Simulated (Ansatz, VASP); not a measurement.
**One calculation of BeS, two programs**

The input POSCAR:

```
BeS
1.0
    0.0000000000      2.3288836809      2.3065723679
    2.3288836809      0.0000000000      2.3065723679
    2.3288836809      2.3288836809      0.0000000000
Be S
1 1
Direct
    0.0000000000      0.0000000000      0.0000000000
    0.5000000000      0.5000000000      0.5000000000
```

The input INCAR.step1:

```
PREC = Accurate
ENCUT = 520
ISMEAR = 0
SIGMA = 0.01
LREAL = F
LASPH = T
NELM = 80
NBANDS = 11
GGA = PE
ALGO = Normal
EDIFF = 1E-4
LWAVE = T
LCHARG = F
```

Contents of INCAR.step2:

```
PREC = Accurate
ENCUT = 520
EDIFF = 1E-7
ISMEAR = 0
SIGMA = 0.01
LREAL = F
LASPH = T
NELM = 80
ALGO = Normal
ISIF = 2
LWAVE = F
LCHARG = T
METAGGA = R2SCAN
LMIXTAU = T
LELF = T
LVHAR = T
NBANDS = 11
ISTART = 1
```

Contents of KPOINTS:

```
Automatic mesh
0
Gamma
  10 10 10
```

Input for Ansatz:

```yaml
crystal:
  lattice:
    - [0.0, 2.3288836809, 2.3065723679]
    - [2.3288836809, 0.0, 2.3065723679]
    - [2.3288836809, 2.3288836809, 0.0]
  atoms:
    - { symbol: Be, position: [0.0, 0.0, 0.0] }
    - { symbol: S, position: [0.5, 0.5, 0.5] }
kpoints:
  mp_grid: { grid: [10, 10, 10] }
  band_path:
    path:
      - [0.0, 0.0, 0.0]
      - [0.5, 0.0, 0.5]
      - [0.625, 0.25, 0.625]
      - [0.375, 0.375, 0.75]
      - [0.5, 0.5, 0.5]
      - [0.5, 0.25, 0.75]
      - [0.15, 0.15, 0.3]
    npoints: 1
hamiltonian:
  xc: r2scan
scf:
  occupations: { method: fixed }
  n_extra_bands: 4
output:
  forces: true
  stress: true
  eigenvalues: true
```

Change from the starting cell: epitaxial_xy strain +0.5%.

Alike in both runs: task single point; functional r2SCAN; k mesh 10 × 10 × 10; no spin polarisation.

```csv
,VASP,Ansatz
version,VASP 6.6.1,Ansatz 0.2.0
potentials or method,"VASP PAW PBE potentials, release 64 (Be, S)","plane waves, PAW"
plane-wave cutoff (eV),520,500
occupations,"gaussian, width 0.01 eV",fixed
valence electrons in the cell,8,8
```

```tsv
	VASP	Ansatz	Ansatz less VASP
gap on the k mesh at the Fermi level (eV)	1.31	1.32	+0.002
pressure (GPa)	-0.7	-0.6	+0.12
traceless stress, the component that is largest in VASP (GPa)	0.57	0.59	+0.016
```

VASP's potentials were made for PBE, not for r2SCAN.
